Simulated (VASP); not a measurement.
A run of VASP 6.6.1 is set up as follows.

File INCAR:

```
SYSTEM = WC
ALGO = Normal
EDIFF = 1E-8
ENCUT = 520
GGA = PS
IBRION = 8
ISIF = 2
ISMEAR = -1
LASPH = .True.
LCHARG = .False.
LREAL = .False.
LWAVE = .False.
NELM = 60
NSW = 1
PREC = Accurate
SIGMA = 0.15
```

KPOINTS

```
k-points
0
Gamma
  18 18 14
  0 0 0
```

Contents of POSCAR:

```
WC
1.0
    2.8993928912      0.0000000000      0.0000000000
   -1.4496964456      2.5109478994      0.0000000000
    0.0000000000      0.0000000000      2.8265150991
W C
1 1
Direct
    0.0000000000      0.0000000000      0.0000000000
    0.6666666667      0.3333333333      0.5000000000
```

Potentials or basis: VASP PAW PBE potentials, release 64 (W_sv, C).

Launch:

```sh
$ cat potpaw_PBE.64/W_sv/POTCAR potpaw_PBE.64/C/POTCAR > POTCAR
$ mpirun -np 1 vasp_std > vasp.out
```

Task: Estimate the highest phonon frequency at Γ.

Result: 624 cm⁻¹.

Phonon frequencies in cm⁻¹ (negative: imaginary):
```tsv
q point	frequencies
(0.000, 0.000, 0.000)	0 0 0 594 624 624
```

Caveat: the cell stands under pressure or tension, which shifts response properties.
